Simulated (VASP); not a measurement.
# NaI (R-3m) in VASP: notebook

NaI is run at these levels: r2SCAN; tasks: relaxation of the atoms.

All numbers are computed with VASP 6.6.1; they aren't measurements. Logs are shortened: lines on timing, memory, paths and dates and some standing lists are left out, and cuts for length are marked.

### Step 1. The cell of the first run

It takes space group R-3m (No. 166, trigonal). Conventional cell: a = 4.584 Å, b = 4.584 Å, c = 11.145 Å, α = 90.00°, β = 90.00°, γ = 120.00°. Within 4.3 Å of Na (site symmetry -3m) lie 6 I at 3.23 Å. Within 4.3 Å of I (site symmetry -3m) lie 6 Na at 3.23 Å.

### Step 2. Relaxation of the atoms, r2SCAN (equal xy, yz and zx engineering shears of -0.5 %)

The input, POSCAR:

```
NaI
1.0
   -0.0161667651      3.2252696464      3.2252696464
    3.2252696464     -0.0161667651      3.2252696464
    3.2252696464      3.2252696464     -0.0161667651
Na I
1 1
Direct
    0.0000000000      0.0000000000      0.0000000000
    0.5000000000      0.5000000000      0.5000000000
```

The input, INCAR.step1:

```
ALGO = Normal ; EDIFF = 1E-4
ENCUT = 520 ; GGA = PE
ISMEAR = 0 ; LASPH = T
LCHARG = F ; LREAL = F
LWAVE = T ; NELM = 100
PREC = Accurate ; SIGMA = 0.01
```

The input, INCAR.step2:

```
ALGO = Normal ; EDIFF = 1E-6
EDIFFG = -0.002 ; ENCUT = 520
IBRION = 2 ; ISIF = 2
ISMEAR = 0 ; ISTART = 1
LASPH = T ; LCHARG = F
LMIXTAU = T ; LREAL = F
LWAVE = F ; METAGGA = R2SCAN
NELM = 100 ; NSW = 50
PREC = Accurate ; SIGMA = 0.01
```

The input, KPOINTS:

```
k-points
0
Gamma
  6 6 6
```

Potentials or basis: VASP PAW PBE potentials, release 64 (Na_pv, I).

Run with:

```sh
cat potpaw_PBE.64/Na_pv/POTCAR potpaw_PBE.64/I/POTCAR > POTCAR
cp INCAR.step1 INCAR
mpirun -np 1 vasp_std > vasp.out
cp INCAR.step2 INCAR
mpirun -np 1 vasp_std > vasp.out
```

OUTCAR:

```text
EDIFF = 1E-6
   EDIFFG = -0.002
   ENCUT = 520
   IBRION = 2
   ISIF = 2
   ISMEAR = 0
   ISTART = 1
   LASPH = T
   LREAL = F
   METAGGA = R2SCAN
   NELM = 100
   NSW = 50
   PREC = Accurate

 ion  position               nearest neighbor table
   1  0.000  0.000  0.000-
   2  0.500  0.500  0.500-

  LATTYP: Found a trigonal (rhomboedric) cell.
 ALAT       =     4.5612487269
 COS(alpha) =     0.4949812504

  Lattice vectors:

 A1 = (  -0.0161667651,   3.2252696464,   3.2252696464)
 A2 = (   3.2252696464,  -0.0161667651,   3.2252696464)
 A3 = (   3.2252696464,   3.2252696464,  -0.0161667651)

Analysis of symmetry for initial positions (statically):
=====================================================================
 Subroutine PRICEL returns:
 Original cell was already a primitive cell.

 Routine SETGRP: Setting up the symmetry group for a
 trigonal (rhombohedral) supercell.

 Subroutine GETGRP returns: Found 12 space group operations
 (whereof 12 operations were pure point group operations)
 out of a pool of 12 trial point group operations.

The static configuration has the point symmetry D_3d.

Analysis of symmetry for dynamics (positions and initial velocities):
=====================================================================
 Subroutine PRICEL returns:
 Original cell was already a primitive cell.

 Routine SETGRP: Setting up the symmetry group for a
 trigonal (rhombohedral) supercell.

 Subroutine GETGRP returns: Found 12 space group operations
 (whereof 12 operations were pure point group operations)
 out of a pool of 12 trial point group operations.

The dynamic configuration has the point symmetry D_3d.

 Subroutine INISYM returns: Found 12 space group operations
 (whereof 12 operations are pure point group operations),
 and found     1 'primitive' translations

----------------------------------------------------------------------------------------

                                     Primitive cell

  volume of cell :      67.6054

  direct lattice vectors                    reciprocal lattice vectors
    -0.016166765  3.225269646  3.225269646    -0.153865032  0.154640171  0.154640171
     3.225269646 -0.016166765  3.225269646     0.154640171 -0.153865032  0.154640171
     3.225269646  3.225269646 -0.016166765     0.154640171  0.154640171 -0.153865032

  length of vectors
     4.561248727  4.561248727  4.561248727     0.267397856  0.267397856  0.267397856

  position of ions in fractional coordinates (direct lattice)
     0.000000000  0.000000000  0.000000000
     0.500000000  0.500000000  0.500000000

  ion indices of the primitive-cell ions
   primitive index   ion index
                 1           1
                 2           2

----------------------------------------------------------------------------------------

 KPOINTS: k-points

Automatic generation of k-mesh.
 Grid dimensions read from file:
 generate k-points for:    6    6    6

 Generating k-lattice:

  Cartesian coordinates                     Fractional coordinates (reciprocal lattice)
    -0.025644172  0.025773362  0.025773362     0.166666667  0.000000000  0.000000000
     0.025773362 -0.025644172  0.025773362     0.000000000  0.166666667  0.000000000
     0.025773362  0.025773362 -0.025644172     0.000000000  0.000000000  0.166666667

  Length of vectors
     0.044566309  0.044566309  0.044566309

  Shift w.r.t. Gamma in fractional coordinates (k-lattice)
     0.000000000  0.000000000  0.000000000

 Subroutine IBZKPT returns following result:
 ===========================================

 Found     32 irreducible k-points:

 Following reciprocal coordinates:
            Coordinates               Weight
  0.000000  0.000000  0.000000      1.000000
  0.166667 -0.000000 -0.000000      6.000000
  0.333333  0.000000 -0.000000      6.000000
  0.500000  0.000000  0.000000      3.000000
  0.166667  0.166667 -0.000000      6.000000
  0.333333  0.166667 -0.000000     12.000000
[... 16 lines left out ...]
  0.500000  0.500000  0.166667      6.000000
 -0.333333  0.500000  0.166667     12.000000
 [... further k-points ...]
   k-points           NKPTS =     32   k-points in BZ     NKDIM =     32   number of bands    NBANDS=     11
   number of dos      NEDOS =    301   number of ions     NIONS =      2
   total plane-waves  NPLWV =  46656
   dimension x,y,z NGX =    36 NGY =   36 NGZ =   36
   dimension x,y,z NGXF=    72 NGYF=   72 NGZF=   72
   ions per type =               1   1
   NGX,Y,Z   is equivalent  to a cutoff of  13.12, 13.12, 13.12 a.u.
   NGXF,Y,Z  is equivalent  to a cutoff of  26.24, 26.24, 26.24 a.u.
 SYSTEM =  unknown system
   PREC   = accura    normal or accurate (medium, high low for compatibility)
   ISTART =      1    job   : 0-new  1-cont  2-samecut
   ICHARG =      0    charge: 1-file 2-atom 10-const
   ISPIN  =      1    spin polarized calculation?
   LNONCOLLINEAR =      F non collinear calculations
   LSORBIT =      F    spin-orbit coupling
   LASPH  =      T    aspherical Exc in radial PAW
   ENCUT  =  520.0 eV  38.22 Ry    6.18 a.u.   8.48  8.48  8.48*2*pi/ulx,y,z
   NELM   =    100;   NELMIN=  2; NELMDL=  0     # of ELM steps
   EDIFF  = 0.1E-05   stopping-criterion for ELM
   LREAL  =      F    real-space projection
   EDIFFG = -.2E-02   stopping-criterion for IOM
   NSW    =     50    number of steps for IOM
   IBRION =      2    ionic relax: 0-MD 1-quasi-New 2-CG
   NFREE  =      1    steps in history (QN), initial steepest desc. (CG)
   ISIF   =      2    stress and relaxation
   ISYM   =      2    0-nonsym 1-usesym 2-fastsym
   POTIM  = 0.5000    time-step for ionic-motion
   TEBEG  =    0.0;   TEEND  =   0.0 temperature during run
   PSTRESS=    0.0 pullay stress
   NELECT =      14.0000    total number of electrons
   NUPDOWN=      -1.0000    fix difference up-down
   EMIN   =  10.00;   EMAX   =-10.00  energy-range for DOS
   EFERMI =   0.00;   METHOD = LEGACY
   ISMEAR =     0;   SIGMA  =   0.01  broadening in eV -4-tet -1-fermi 0-gaus
   EFERMI_NEDOS =   21; number of points for ismear=-14 and -15
   IALGO  =     38    algorithm
   IMIX   =      4    mixing-type and parameters
     AMIX     =   0.40;   BMIX     =  1.00
     AMIX_MAG =   1.60;   BMIX_MAG =  1.00
  volume/ion in A,a.u.               =      33.80       228.11
  Fermi-wavevector in a.u.,A,eV,Ry     =   0.968554  1.830301 12.763579  0.938097
  Thomas-Fermi vector in A             =   2.098533
   LORBIT       =      0    0 simple, 1 ext, 2 COOP (PROOUT), +10 PAW based schemes
   METAGGA = R2SCAN    functional components
   LHFCALC =     F    Hartree Fock is set to
   AEXX    =    0.0000 exact exchange contribution
   IVDW    =     0    specifies the selected vdW correction
   LEPSILON=     F    determine dielectric tensor
   LRPA    =     F    only Hartree local field effects (RPA)
 conjugate gradient relaxation of ions
 non-spin polarized calculation
 Gauss-broadening in eV      SIGMA  =   0.01
  energy-cutoff  :      520.00
  volume of cell :       67.61
 maximum number of plane-waves:      1844
 NGX is ok and might be reduce to    36
   NGX = 17   NGY = 17   NGZ = 17

 number of electron      13.9999994 magnetization

 Free energy of the ion-electron system (eV)
  ---------------------------------------------------
  ext. energy  EPLUGINS =         0.00000000
  ---------------------------------------------------
  free energy    TOTEN  =       -31.08547252 eV

  energy without entropy =      -31.08547252  energy(sigma->0) =      -31.08547252

 E-fermi :   0.6542     XC(G=0):  -8.0809

 val. band max:        0.5225536348   @ k =   0.0000   0.0000   0.0000
 cond. band min:       4.9472342473   @ k =   0.0000   0.0000   0.0000
 fundamental gap:      4.4246806125
 Fermi energy:         0.6541618029

 k-point     1 :       0.0000    0.0000    0.0000
  band No.  band energies     occupation
      1     -22.7487      2.00000
      2     -22.7477      2.00000
      3     -22.7477      2.00000
      4     -10.8531      2.00000
      5       0.4888      2.00000
      6       0.4888      2.00000
      7       0.5226      2.00000
      8       4.9472      0.00000
      9       8.9460      0.00000
     10       8.9460      0.00000
     11       9.0331      0.00000

 k-point     2 :       0.1667   -0.0000   -0.0000
  band No.  band energies     occupation
      1     -22.7493      2.00000
      2     -22.7485      2.00000
      3     -22.7478      2.00000
      4     -10.7746      2.00000
      5      -0.2182      2.00000
      6       0.4113      2.00000
      7       0.4383      2.00000
      8       5.7297      0.00000
      9       8.5081      0.00000
     10       9.1673      0.00000
     11       9.2370      0.00000

 k-point     3 :       0.3333    0.0000   -0.0000
  band No.  band energies     occupation
      1     -22.7517      2.00000
      2     -22.7488      2.00000
      3     -22.7479      2.00000
      4     -10.6079      2.00000
      5      -1.2640      2.00000
      6       0.2661      2.00000
      7       0.2876      2.00000
      8       6.2612      0.00000
      9       8.8096      0.00000
     10       8.8606      0.00000
     11       9.3022      0.00000
[... 267 lines left out ...]
 k-point    23 :       0.5000    0.5000    0.1667
  band No.  band energies     occupation
      1     -22.7521      2.00000
      2     -22.7497      2.00000
      3     -22.7490      2.00000
      4     -10.4527      2.00000
      5      -1.3040      2.00000
      6      -0.4677      2.00000
      7      -0.1739      2.00000
      8       6.2331      0.00000
      9       7.2034      0.00000
     10       9.7955      0.00000
     11      10.7354      0.00000

 k-point    24 :      -0.3333    0.5000    0.1667
  band No.  band energies     occupation
      1     -22.7515      2.00000
      2     -22.7501      2.00000
      3     -22.7496      2.00000
      4     -10.4259      2.00000
      5      -1.2042      2.00000
      6      -0.6281      2.00000
      7      -0.3909      2.00000
      8       6.5971      0.00000
      9       7.5115      0.00000
     10       9.7321      0.00000
     11       9.9028      0.00000

 [... further k-points ...]

------------------------ aborting loop because EDIFF is reached ----------------------------------------

  FORCE on cell =-STRESS in cart. coord.  units (eV):
  Direction    XX          YY          ZZ          XY          YZ          ZX
  --------------------------------------------------------------------------------------
  -------------------------------------------------------------------------------------
  Total       -0.0577161     -0.0577161     -0.0577161      0.0175416      0.0175416      0.0175416
  in kB       -1.3678120     -1.3678120     -1.3678120      0.4157183      0.4157183      0.4157183
  external PRESSURE =      -1.3678120 kB  Pullay stress =       0.0000000 kB

 VOLUME and BASIS-vectors are now :
 -----------------------------------------------------------------------------
  energy-cutoff  :      520.00
  volume of cell :       67.61
      direct lattice vectors                 reciprocal lattice vectors
    -0.016166765  3.225269646  3.225269646    -0.153865032  0.154640171  0.154640171
     3.225269646 -0.016166765  3.225269646     0.154640171 -0.153865032  0.154640171
     3.225269646  3.225269646 -0.016166765     0.154640171  0.154640171 -0.153865032

 POSITION                                       TOTAL-FORCE (eV/Angst)
 -----------------------------------------------------------------------------------
      0.00000      0.00000      0.00000         0.000000      0.000000     -0.000000
      3.21719      3.21719      3.21719        -0.000000     -0.000000      0.000000
 -----------------------------------------------------------------------------------
    total drift:                                0.000000      0.000000      0.000000

  FREE ENERGIE OF THE ION-ELECTRON SYSTEM (eV)
  ---------------------------------------------------
  free  energy   TOTEN  =       -31.0854725185 eV

  energy  without entropy=      -31.0854725185  energy(sigma->0) =      -31.08547252

 reached required accuracy - stopping structural energy minimisation
```

Wall time 73 s (1 thread of AMD EPYC 9R45 (Zen 5), shared host); peak memory 0.19 GiB.

What came out:

```
Free energy             : -31.0855 eV
Pressure after relaxing : -0.1 GPa
Band gap on the k mesh  : 4.42 eV
```

Final structure:
```
Na I
1.0
    -0.01617    3.22527    3.22527
     3.22527   -0.01617    3.22527
     3.22527    3.22527   -0.01617
Na I
1 1
Direct
  0.00000 0.00000 0.00000
  0.50000 0.50000 0.50000
```

Caveat: the cell differs from its parent crystal (equal xy, yz and zx engineering shears of -0.5 %); the PAW data sets were made with another functional, which shifts forces and pressure a little; spin-orbit coupling is left out, which moves the levels of the heavy elements.

### Step 3. Relaxation of the atoms, r2SCAN (equal xy, yz and zx engineering shears of +0.5 %)

The input, POSCAR:

```
NaI
1.0
    0.0161667651      3.2414364115      3.2414364115
    3.2414364115      0.0161667651      3.2414364115
    3.2414364115      3.2414364115      0.0161667651
Na I
1 1
Direct
    0.0000000000      0.0000000000      0.0000000000
    0.5000000000      0.5000000000      0.5000000000
```

The input, INCAR.step1:

```
SYSTEM = NaI
PREC = Accurate ; ENCUT = 520
ISMEAR = 0 ; SIGMA = 0.01
LREAL = .False. ; LASPH = .True.
NELM = 80 ; GGA = PE
ALGO = Normal ; EDIFF = 1E-4
LWAVE = .True. ; LCHARG = .False.
```

The input, INCAR.step2:

```
SYSTEM = NaI
PREC = Accurate ; ENCUT = 520
EDIFF = 1E-6 ; ISMEAR = 0
SIGMA = 0.01 ; LREAL = .False.
LASPH = .True. ; NELM = 80
ALGO = Normal ; ISIF = 2
LWAVE = .False. ; LCHARG = .False.
METAGGA = R2SCAN ; LMIXTAU = .True.
IBRION = 2 ; NSW = 50
EDIFFG = -0.002 ; ISTART = 1
```

The input, KPOINTS:

```
Automatic mesh
0
Gamma
  6 6 6
  0 0 0
```

Potentials or basis: VASP PAW PBE potentials, release 64 (Na_pv, I).

Run with:

```sh
cat potpaw_PBE.64/Na_pv/POTCAR potpaw_PBE.64/I/POTCAR > POTCAR
cp INCAR.step1 INCAR
mpirun -np 1 vasp_std > vasp.out
cp INCAR.step2 INCAR
mpirun -np 1 vasp_std > vasp.out
```

OUTCAR:

```text
SYSTEM = NaI
   PREC = Accurate
   ENCUT = 520
   EDIFF = 1E-6
   ISMEAR = 0
   LREAL = .False.
   LASPH = .True.
   NELM = 80
   ISIF = 2
   METAGGA = R2SCAN
   IBRION = 2
   NSW = 50
   EDIFFG = -0.002
   ISTART = 1

 ion  position               nearest neighbor table
   1  0.000  0.000  0.000-
   2  0.500  0.500  0.500-

  LATTYP: Found a trigonal (rhomboedric) cell.
 ALAT       =     4.5841118424
 COS(alpha) =     0.5049812503

  Lattice vectors:

 A1 = (   0.0161667651,   3.2414364115,   3.2414364115)
 A2 = (   3.2414364115,   0.0161667651,   3.2414364115)
 A3 = (   3.2414364115,   3.2414364115,   0.0161667651)

Analysis of symmetry for initial positions (statically):
=====================================================================
 Subroutine PRICEL returns:
 Original cell was already a primitive cell.

 Routine SETGRP: Setting up the symmetry group for a
 trigonal (rhombohedral) supercell.

 Subroutine GETGRP returns: Found 12 space group operations
 (whereof 12 operations were pure point group operations)
[... 167 lines left out ...]

 val. band max:        0.5114996984   @ k =   0.0000   0.0000   0.0000
 cond. band min:       4.9472987367   @ k =   0.0000   0.0000   0.0000
 fundamental gap:      4.4357990382
 Fermi energy:         0.6084009406

 k-point     1 :       0.0000    0.0000    0.0000
  band No.  band energies     occupation
      1     -22.7482      2.00000
      2     -22.7482      2.00000
      3     -22.7478      2.00000
      4     -10.8531      2.00000
      5       0.4772      2.00000
      6       0.5115      2.00000
      7       0.5115      2.00000
      8       4.9473      0.00000
      9       8.9180      0.00000
     10       9.0035      0.00000
     11       9.0035      0.00000
[... 309 lines left out ...]
 k-point    24 :      -0.3333    0.5000    0.1667
  band No.  band energies     occupation
      1     -22.7513      2.00000
      2     -22.7502      2.00000
      3     -22.7497      2.00000
      4     -10.4259      2.00000
      5      -1.2042      2.00000
      6      -0.6281      2.00000
      7      -0.3909      2.00000
      8       6.5972      0.00000
      9       7.5115      0.00000
     10       9.7320      0.00000
     11       9.9030      0.00000

 [... further k-points ...]
[... 5 lines left out ...]
  --------------------------------------------------------------------------------------
  -------------------------------------------------------------------------------------
  Total       -0.0592125     -0.0592125     -0.0592125     -0.0164193     -0.0164193     -0.0164193
  in kB       -1.4032747     -1.4032747     -1.4032747     -0.3891193     -0.3891193     -0.3891193
  external PRESSURE =      -1.4032747 kB  Pullay stress =       0.0000000 kB

 VOLUME and BASIS-vectors are now :
 -----------------------------------------------------------------------------
  energy-cutoff  :      520.00
  volume of cell :       67.61
      direct lattice vectors                 reciprocal lattice vectors
     0.016166765  3.241436412  3.241436412    -0.155411434  0.154640161  0.154640161
     3.241436412  0.016166765  3.241436412     0.154640161 -0.155411434  0.154640161
     3.241436412  3.241436412  0.016166765     0.154640161  0.154640161 -0.155411434

 POSITION                                       TOTAL-FORCE (eV/Angst)
 -----------------------------------------------------------------------------------
      0.00000      0.00000      0.00000        -0.000000      0.000000      0.000000
      3.24952      3.24952      3.24952         0.000000     -0.000000     -0.000000
 -----------------------------------------------------------------------------------
    total drift:                                0.000000      0.000000      0.000000

  FREE ENERGIE OF THE ION-ELECTRON SYSTEM (eV)
  ---------------------------------------------------
  free  energy   TOTEN  =       -31.0854860044 eV

  energy  without entropy=      -31.0854860044  energy(sigma->0) =      -31.08548600

 reached required accuracy - stopping structural energy minimisation
```

OUTCAR.step1:

```text
SYSTEM = NaI
   PREC = Accurate
   ENCUT = 520
   ISMEAR = 0
   LREAL = .False.
   LASPH = .True.
[... 559 lines left out ...]
      0.00000      0.00000      0.00000        -0.000000     -0.000000      0.000000
      3.24952      3.24952      3.24952         0.000000      0.000000     -0.000000
 -----------------------------------------------------------------------------------
    total drift:                                0.000000      0.000000      0.000000

  FREE ENERGIE OF THE ION-ELECTRON SYSTEM (eV)
  ---------------------------------------------------
  free  energy   TOTEN  =        -5.3842419510 eV

  energy  without entropy=       -5.3842419510  energy(sigma->0) =       -5.38424195
```

Run time: 73 s. Hardware: 1 thread of AMD EPYC 9R45 (Zen 5), shared host; peak memory 0.19 GiB.

What came out:

```yaml
Free_energy: -31.0855 eV
Pressure_after_relaxing: -0.1 GPa
Band_gap_on_the_k_mesh: 4.44 eV
```

Final structure:
```
Na I
1.0
     0.01617    3.24144    3.24144
     3.24144    0.01617    3.24144
     3.24144    3.24144    0.01617
Na I
1 1
Cartesian
  0.0000 0.0000 0.0000
  3.2495 3.2495 3.2495
```

Levels at points of the mesh, in eV from the valence-band top:
```tsv
k point	band 5	band 6	band 7	band 8	band 9	band 10
(0.00, 0.00, 0.00)	-0.03	0.00	0.00	4.44	8.41	8.49
(0.50, 0.00, 0.00)	-2.20	-0.33	-0.31	5.67	8.02	8.07
(0.50, 0.50, 0.00)	-1.96	-0.79	-0.76	5.22	6.01	10.74
(0.50, 0.50, 0.50)	-2.21	-0.29	-0.29	5.71	8.10	8.10
```

Caveat: the cell differs from its parent crystal (equal xy, yz and zx engineering shears of +0.5 %); the PAW data sets were made with another functional, which shifts forces and pressure a little; spin-orbit coupling is left out, which moves the levels of the heavy elements.
